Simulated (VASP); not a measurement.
**GaN: relaxation of cell and atoms with LDA**

GaN:

```
Ga N
1.0
     3.32516    0.00000    0.00000
    -1.66258    2.87968    0.00000
     0.00000    0.00000    4.88057
Ga N
2 2
Direct
  0.33333 0.66667 0.25000
  0.66667 0.33333 0.75000
  0.66667 0.33333 0.25000
  0.33333 0.66667 0.75000
```

- Program: VASP 6.6.1
- Task: relaxation of cell and atoms
- Functional: LDA
- Potentials or basis: VASP PAW LDA potentials, release 64 (Ga_d, N)
- Cutoff: 600 eV
- k mesh: 12 × 12 × 6
- Occupations: fermi-dirac, width 0.02 eV
- Spin: no spin polarisation
- Dipole correction: no
- Further INCAR settings: ALGO = Normal; EDIFF = 1e-07; IBRION = 2; EDIFFG = -0.005; NSW = 80; ISIF = 3

| Quantity | Value |
| --- | --- |
| Relaxed volume | 10.91 Å³/atom |
| Relaxed cell | a = 3.284 Å, b = 3.284 Å, c = 4.673 Å, α = 90.00°, β = 90.00°, γ = 120.00° |
| Space group after relaxing (to 0.1 Å) | P6_3/mmc (No. 194) |
| Energy gained by relaxing | 23.6 meV/atom |
| Ionic steps | 10 |
| Pressure after relaxing | 0.0 GPa |
| Band gap on the k mesh | 1.68 eV |

The path:
```csv
step,energy change (eV),largest force (eV/Å),pressure (GPa),volume (Å³)
1,0.0000,0.0000,-10.09,46.73
2,0.0214,0.0000,13.21,41.93
3,-0.0811,0.0000,-0.40,44.38
4,-0.0811,0.0000,-0.19,44.33
5,-0.0873,0.0000,-0.12,44.12
6,-0.0942,0.0000,0.31,43.62
7,-0.0942,0.0000,0.40,43.55
8,-0.0942,0.0000,0.37,43.57
9,-0.0940,0.0000,-0.71,43.78
10,-0.0943,0.0000,0.01,43.64
```

Final structure:
```yaml
crystal:
  lattice:
    - [3.28379, 0.00000, 0.00000]
    - [-1.64189, 2.84384, 0.00000]
    - [0.00000, 0.00000, 4.67343]
  atoms:
    - { symbol: Ga, position: [0.33333, 0.66667, 0.25000] }
    - { symbol: Ga, position: [0.66667, 0.33333, 0.75000] }
    - { symbol: N, position: [0.66667, 0.33333, 0.25000] }
    - { symbol: N, position: [0.33333, 0.66667, 0.75000] }
```

Levels at points of the mesh, in eV from the valence-band top:
| k point | band 15 | band 16 | band 17 | band 18 | band 19 | band 20 | band 21 | band 22 |
| --- | --- | --- | --- | --- | --- | --- | --- | --- |
| (0.00, 0.00, 0.00) | -2.19 | -0.91 | -0.91 | 0.00 | 1.68 | 2.02 | 8.17 | 8.17 |
| (0.50, 0.00, 0.00) | -4.18 | -4.17 | -2.16 | -2.07 | 3.15 | 5.17 | 6.65 | 8.13 |
| (0.00, 0.00, 0.50) | -1.53 | -1.53 | -1.53 | -1.53 | 3.69 | 3.69 | 7.91 | 7.91 |
| (0.50, 0.00, 0.50) | -3.23 | -3.23 | -1.17 | -1.17 | 4.36 | 4.36 | 6.32 | 6.32 |

It took 19 min on 1 thread of Intel Xeon 8259CL (shared host), peak memory 0.23 GiB.
